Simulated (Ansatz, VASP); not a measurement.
# One calculation of LiH, two programs

```xyz
2
Lattice="0.0000 2.0000 2.0000 2.0000 0.0000 2.0000 2.0000 2.0000 0.0000" Properties=species:S:1:pos:R:3 pbc="T T T"
Li    0.0000    0.0000    0.0000
H     2.0000    2.0000    2.0000
```

Alike in both runs: task relaxation of cell and atoms; functional PBE; k mesh 10 × 10 × 10; no spin polarisation.

|  | VASP | Ansatz |
| --- | --- | --- |
| version | VASP 6.6.1 | Ansatz 0.2.0 |
| potentials or method | VASP PAW PBE potentials, release 64 (Li_sv, H) | scalar-relativistic, plane waves, PAW |
| plane-wave cutoff (eV) | 600 | 420 |
| occupations | gaussian, width 0.01 eV | fixed |
| valence electrons in the cell | 4 | 4 |

|  | VASP | Ansatz | Ansatz less VASP |
| --- | --- | --- | --- |
| gap on the k mesh at the Fermi level, each at its own relaxed structure (eV) | 2.97 | 2.98 | +0.010 |
| relaxed volume (Å³/atom) | 8.00 | 8.04 | +0.042 |
| relaxed cell length with the largest relative difference (Å) | 2.828 | 2.833 | +0.0049 |

Noted on VASP's run: the cutoff is short for stress, so the pressure is rough; the relaxation stopped at its first step, so nothing moved.
